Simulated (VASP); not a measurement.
# Co (Pm-3m) in VASP: single point with LDA

Aim: the single point of Co with LDA.

Everything below comes from runs of VASP 6.6.1. Logs are shortened: lines on timing, memory, paths and dates and some standing lists are left out, and cuts for length are marked.

**1. The cell of the first run**

It takes space group Pm-3m (No. 221, cubic). The conventional cell has a = 2.240 Å, b = 2.240 Å, c = 2.240 Å, α = 90.00°, β = 90.00°, γ = 90.00°. Within 3.0 Å of Co (site symmetry m-3m) lie 6 Co at 2.24 Å.

This isn't the form of Co at room conditions, which is hcp.

**2. Single point, LDA, collinear spin, ferromagnetic start**

File INCAR:

```
PREC = Accurate ; ENCUT = 690
EDIFF = 1E-6 ; ISMEAR = -1
SIGMA = 0.08 ; LREAL = False
LASPH = True ; NELM = 200
ALGO = Normal ; ISIF = 2
LWAVE = False ; LCHARG = False
ISPIN = 2 ; MAGMOM = 1.7
LORBIT = 11 ; LMAXMIX = 4
GGA = CA ; NBANDS = 18
GGA_COMPAT = False
```

File KPOINTS:

```
regular mesh
0
Gamma
  17 17 17
```

File POSCAR:

```
Co
1.0
    2.2395248615      0.0000000000      0.0000000000
    0.0000000000      2.2395248615      0.0000000000
    0.0000000000      0.0000000000      2.2395248615
Co
1
Direct
    0.0000000000      0.0000000000      0.0000000000
```

Potentials or basis: VASP PAW LDA potentials, release 64 (Co_sv).

Launch:

```
$ cat potpaw_LDA.64/Co_sv/POTCAR > POTCAR
$ mpirun -np 1 vasp_std > vasp.out
```

OUTCAR:

```text
PREC = Accurate
   ENCUT = 690
   EDIFF = 1E-6
   ISMEAR = -1
   LREAL = False
   LASPH = True
   NELM = 200
   ISIF = 2
   ISPIN = 2
   LORBIT = 11
   GGA = CA

 ion  position               nearest neighbor table
   1  0.000  0.000  0.000-

  LATTYP: Found a simple cubic cell.
 ALAT       =     2.2395248615

  Lattice vectors:

 A1 = (   2.2395248615,   0.0000000000,   0.0000000000)
 A2 = (   0.0000000000,   2.2395248615,   0.0000000000)
 A3 = (   0.0000000000,   0.0000000000,   2.2395248615)

Analysis of symmetry for initial positions (statically):
=====================================================================
 Subroutine PRICEL returns:
 Original cell was already a primitive cell.

 Routine SETGRP: Setting up the symmetry group for a
 simple cubic supercell.

 Subroutine GETGRP returns: Found 48 space group operations
 (whereof 48 operations were pure point group operations)
 out of a pool of 48 trial point group operations.

The static configuration has the point symmetry O_h .

Analysis of symmetry for dynamics (positions and initial velocities):
=====================================================================
 Subroutine PRICEL returns:
 Original cell was already a primitive cell.

 Routine SETGRP: Setting up the symmetry group for a
 simple cubic supercell.

 Subroutine GETGRP returns: Found 48 space group operations
 (whereof 48 operations were pure point group operations)
 out of a pool of 48 trial point group operations.

The dynamic configuration has the point symmetry O_h .

Analysis of structural, dynamic, and magnetic symmetry:
=====================================================================
 Subroutine PRICEL returns:
 Original cell was already a primitive cell.

 Routine SETGRP: Setting up the symmetry group for a
 simple cubic supercell.

 Subroutine GETGRP returns: Found 48 space group operations
 (whereof 48 operations were pure point group operations)
 out of a pool of 48 trial point group operations.

The overall configuration has the point symmetry O_h .

 Subroutine INISYM returns: Found 48 space group operations
 (whereof 48 operations are pure point group operations),
 and found     1 'primitive' translations

----------------------------------------------------------------------------------------

                                     Primitive cell

  volume of cell :      11.2323

  direct lattice vectors                    reciprocal lattice vectors
     2.239524862  0.000000000  0.000000000     0.446523286  0.000000000  0.000000000
     0.000000000  2.239524862  0.000000000     0.000000000  0.446523286  0.000000000
     0.000000000  0.000000000  2.239524862     0.000000000  0.000000000  0.446523286

  length of vectors
     2.239524862  2.239524862  2.239524862     0.446523286  0.446523286  0.446523286

  position of ions in fractional coordinates (direct lattice)
     0.000000000  0.000000000  0.000000000

  ion indices of the primitive-cell ions
   primitive index   ion index
                 1           1

----------------------------------------------------------------------------------------

 KPOINTS: regular mesh

Automatic generation of k-mesh.
 Grid dimensions read from file:
 generate k-points for:   17   17   17

 Generating k-lattice:

  Cartesian coordinates                     Fractional coordinates (reciprocal lattice)
     0.026266076  0.000000000  0.000000000     0.058823529  0.000000000  0.000000000
     0.000000000  0.026266076  0.000000000     0.000000000  0.058823529  0.000000000
     0.000000000  0.000000000  0.026266076     0.000000000  0.000000000  0.058823529

  Length of vectors
     0.026266076  0.026266076  0.026266076

  Shift w.r.t. Gamma in fractional coordinates (k-lattice)
     0.000000000  0.000000000  0.000000000

 Subroutine IBZKPT returns following result:
 ===========================================

 Found    165 irreducible k-points:

 Following reciprocal coordinates:
            Coordinates               Weight
  0.000000  0.000000  0.000000      1.000000
  0.058824  0.000000  0.000000      6.000000
  0.117647  0.000000  0.000000      6.000000
  0.176471  0.000000  0.000000      6.000000
  0.235294  0.000000  0.000000      6.000000
  0.294118  0.000000  0.000000      6.000000
[... 16 lines left out ...]
  0.411765  0.117647  0.000000     24.000000
  0.470588  0.117647  0.000000     24.000000
 [... further k-points ...]
   k-points           NKPTS =    165   k-points in BZ     NKDIM =    165   number of bands    NBANDS=     18
   number of dos      NEDOS =    301   number of ions     NIONS =      1
   total plane-waves  NPLWV =   8000
   dimension x,y,z NGX =    20 NGY =   20 NGZ =   20
   dimension x,y,z NGXF=    40 NGYF=   40 NGZF=   40
   ions per type =               1
   NGX,Y,Z   is equivalent  to a cutoff of  14.85, 14.85, 14.85 a.u.
   NGXF,Y,Z  is equivalent  to a cutoff of  29.69, 29.69, 29.69 a.u.
 SYSTEM =  unknown system
   PREC   = accura    normal or accurate (medium, high low for compatibility)
   ISTART =      0    job   : 0-new  1-cont  2-samecut
   ICHARG =      2    charge: 1-file 2-atom 10-const
   ISPIN  =      2    spin polarized calculation?
   LNONCOLLINEAR =      F non collinear calculations
   LSORBIT =      F    spin-orbit coupling
   LASPH  =      T    aspherical Exc in radial PAW
   ENCUT  =  690.0 eV  50.71 Ry    7.12 a.u.   4.80  4.80  4.80*2*pi/ulx,y,z
   NELM   =    200;   NELMIN=  2; NELMDL= -5     # of ELM steps
   EDIFF  = 0.1E-05   stopping-criterion for ELM
   LREAL  =      F    real-space projection
   EDIFFG = 0.1E-04   stopping-criterion for IOM
   NSW    =      0    number of steps for IOM
   IBRION =     -1    ionic relax: 0-MD 1-quasi-New 2-CG
   NFREE  =      0    steps in history (QN), initial steepest desc. (CG)
   ISIF   =      2    stress and relaxation
   ISYM   =      2    0-nonsym 1-usesym 2-fastsym
   POTIM  = 0.5000    time-step for ionic-motion
   TEBEG  =    0.0;   TEEND  =   0.0 temperature during run
   PSTRESS=    0.0 pullay stress
   NELECT =      17.0000    total number of electrons
   NUPDOWN=      -1.0000    fix difference up-down
   EMIN   =  10.00;   EMAX   =-10.00  energy-range for DOS
   EFERMI =   0.00;   METHOD = LEGACY
   ISMEAR =    -1;   SIGMA  =   0.08  broadening in eV -4-tet -1-fermi 0-gaus
   EFERMI_NEDOS =   21; number of points for ismear=-14 and -15
   IALGO  =     38    algorithm
   IMIX   =      4    mixing-type and parameters
     AMIX     =   0.40;   BMIX     =  1.00
     AMIX_MAG =   1.60;   BMIX_MAG =  1.00
  volume/ion in A,a.u.               =      11.23        75.80
  Fermi-wavevector in a.u.,A,eV,Ry     =   1.879614  3.551955 48.068667  3.532947
  Thomas-Fermi vector in A             =   2.923400
   LORBIT       =     11    0 simple, 1 ext, 2 COOP (PROOUT), +10 PAW based schemes
   GGA     = CA    functional components
   LHFCALC =     F    Hartree Fock is set to
   AEXX    =    0.0000 exact exchange contribution
   IVDW    =     0    specifies the selected vdW correction
   LEPSILON=     F    determine dielectric tensor
   LRPA    =     F    only Hartree local field effects (RPA)
 spin polarized calculation
  energy-cutoff  :      690.00
  volume of cell :       11.23
 maximum number of plane-waves:       472
 NGX is ok and might be reduce to    20
   NGX =  9   NGY =  9   NGZ =  9

 number of electron      17.0000018 magnetization       1.4612460

 Free energy of the ion-electron system (eV)
  ---------------------------------------------------
  ext. energy  EPLUGINS =         0.00000000
  ---------------------------------------------------
  free energy    TOTEN  =        -7.31101301 eV

  energy without entropy =       -7.27979881  energy(sigma->0) =       -7.29540591

 E-fermi :  11.2290     XC(G=0): -13.9814

 val. band max:       11.2249006550   @ k =   0.4706   0.4706   0.0000
 cond. band min:      11.2326601456   @ k =   0.4706   0.3529   0.2941
 fundamental gap:      0.0077594906
 Fermi energy:        11.2289750676

 spin component 1

 k-point     1 :       0.0000    0.0000    0.0000
  band No.  band energies     occupation
      1     -83.7191      1.00000
      2     -47.2632      1.00000
      3     -47.2632      1.00000
      4     -47.2632      1.00000
      5       2.3384      1.00000
      6       6.6194      1.00000
[... 10 lines left out ...]
     17      53.7096      0.00000
     18      53.7096      0.00000

 k-point     2 :       0.0588    0.0000    0.0000
  band No.  band energies     occupation
      1     -83.7167      1.00000
      2     -47.2806      1.00000
      3     -47.2617      1.00000
      4     -47.2617      1.00000
      5       2.4514      1.00000
      6       6.6378      1.00000
[... 10 lines left out ...]
     17      52.7344      0.00000
     18      53.4800      0.00000

 k-point     3 :       0.1176    0.0000    0.0000
  band No.  band energies     occupation
      1     -83.7098      1.00000
      2     -47.3304      1.00000
      3     -47.2574      1.00000
      4     -47.2574      1.00000
      5       2.7833      1.00000
      6       6.6906      1.00000
[... 10 lines left out ...]
     17      50.8332      0.00000
     18      52.7227      0.00000

 k-point     4 :       0.1765    0.0000    0.0000
  band No.  band energies     occupation
      1     -83.6993      1.00000
      2     -47.4056      1.00000
      3     -47.2509      1.00000
      4     -47.2509      1.00000
      5       3.3129      1.00000
      6       6.7716      1.00000
[... 375 lines left out ...]
      4     -47.2225      1.00000
      5       5.8739      1.00000
      6       7.2751      1.00000
[... 10 lines left out ...]
     17      46.1406      0.00000
     18      47.1509      0.00000

 k-point    23 :       0.4118    0.1176    0.0000
  band No.  band energies     occupation
      1     -83.6438      1.00000
      2     -47.7261      1.00000
      3     -47.2874      1.00000
      4     -47.2171      1.00000
      5       6.4843      1.00000
      6       7.3731      1.00000
[... 10 lines left out ...]
     17      44.8174      0.00000
     18      46.5295      0.00000

 k-point    24 :       0.4706    0.1176    0.0000
  band No.  band energies     occupation
      1     -83.6390      1.00000
      2     -47.7593      1.00000
      3     -47.2842      1.00000
      4     -47.2143      1.00000
      5       6.8434      1.00000
      6       7.4620      1.00000
[... 10 lines left out ...]
     17      44.8101      0.00000
     18      46.3457      0.00000

 [... further k-points ...]

 spin component 2

 k-point     1 :       0.0000    0.0000    0.0000
  band No.  band energies     occupation
      1     -82.0942      1.00000
      2     -45.6781      1.00000
      3     -45.6781      1.00000
      4     -45.6781      1.00000
      5       2.5763      1.00000
      6       7.6400      1.00000
[... 10 lines left out ...]
     17      53.9679      0.00000
     18      53.9679      0.00000

 k-point     2 :       0.0588    0.0000    0.0000
  band No.  band energies     occupation
      1     -82.0916      1.00000
      2     -45.6966      1.00000
      3     -45.6766      1.00000
      4     -45.6766      1.00000
      5       2.6896      1.00000
      6       7.6600      1.00000
[... 10 lines left out ...]
     17      53.0071      0.00000
     18      53.7527      0.00000

 k-point     3 :       0.1176    0.0000    0.0000
  band No.  band energies     occupation
      1     -82.0844      1.00000
      2     -45.7492      1.00000
      3     -45.6721      1.00000
      4     -45.6721      1.00000
      5       3.0237      1.00000
      6       7.7176      1.00000
[... 10 lines left out ...]
     17      51.1377      0.00000
     18      53.0351      0.00000

 k-point     4 :       0.1765    0.0000    0.0000
  band No.  band energies     occupation
      1     -82.0735      1.00000
      2     -45.8287      1.00000
      3     -45.6652      1.00000
      4     -45.6652      1.00000
      5       3.5603      1.00000
      6       7.8060      1.00000
[... 375 lines left out ...]
      4     -45.6353      1.00000
      5       6.2964      1.00000
      6       8.3317      1.00000
[... 10 lines left out ...]
     17      46.5647      0.00000
     18      47.4705      0.00000

 k-point    23 :       0.4118    0.1176    0.0000
  band No.  band energies     occupation
      1     -82.0154      1.00000
      2     -46.1668      1.00000
      3     -45.7037      1.00000
      4     -45.6296      1.00000
      5       7.0529      1.00000
      6       8.4290      1.00000
[... 10 lines left out ...]
     17      45.2741      0.00000
     18      46.8324      0.00000

 k-point    24 :       0.4706    0.1176    0.0000
  band No.  band energies     occupation
      1     -82.0104      1.00000
      2     -46.2018      1.00000
      3     -45.7003      1.00000
      4     -45.6266      1.00000
      5       7.5614      1.00000
      6       8.5128      1.00000
[... 10 lines left out ...]
     17      45.3024      0.00000
     18      46.6281      0.00000

 [... further k-points ...]

------------------------ aborting loop because EDIFF is reached ----------------------------------------

  FORCE on cell =-STRESS in cart. coord.  units (eV):
  Direction    XX          YY          ZZ          XY          YZ          ZX
  --------------------------------------------------------------------------------------
  -------------------------------------------------------------------------------------
  Total        0.2140458      0.2140458      0.2140458     -0.0000000      0.0000000     -0.0000000
  in kB       30.5316091     30.5316091     30.5316091     -0.0000000      0.0000000     -0.0000000
  external PRESSURE =      30.5316091 kB  Pullay stress =       0.0000000 kB

 VOLUME and BASIS-vectors are now :
 -----------------------------------------------------------------------------
  energy-cutoff  :      690.00
  volume of cell :       11.23
      direct lattice vectors                 reciprocal lattice vectors
     2.239524862  0.000000000  0.000000000     0.446523286  0.000000000  0.000000000
     0.000000000  2.239524862  0.000000000     0.000000000  0.446523286  0.000000000
     0.000000000  0.000000000  2.239524862     0.000000000  0.000000000  0.446523286

 POSITION                                       TOTAL-FORCE (eV/Angst)
 -----------------------------------------------------------------------------------
      0.00000      0.00000      0.00000         0.000000      0.000000      0.000000
 -----------------------------------------------------------------------------------
    total drift:                                0.000000      0.000000      0.000000

  FREE ENERGIE OF THE ION-ELECTRON SYSTEM (eV)
  ---------------------------------------------------
  free  energy   TOTEN  =        -7.3110130079 eV

  energy  without entropy=       -7.2797988116  energy(sigma->0) =       -7.29540591

 total charge

# of ion       s       p       d       tot
------------------------------------------
    1        2.278   6.106   6.799  15.183

 magnetization (x)

# of ion       s       p       d       tot
------------------------------------------
    1        0.006   0.003   1.433   1.442
```

Run time: 44 s. Hardware: 1 thread of Intel Xeon Platinum 8488C (Sapphire Rapids), shared host; peak memory 0.17 GiB.

What came out:

- Free energy: -7.3110 eV
- Pressure: 3.1 GPa
- Net moment: 1.46 μB per cell
- Site moments: Co +1.44 μB
- Valence electrons inside the program's atomic spheres: Co 15.18

Caveat: the cell stands under pressure.
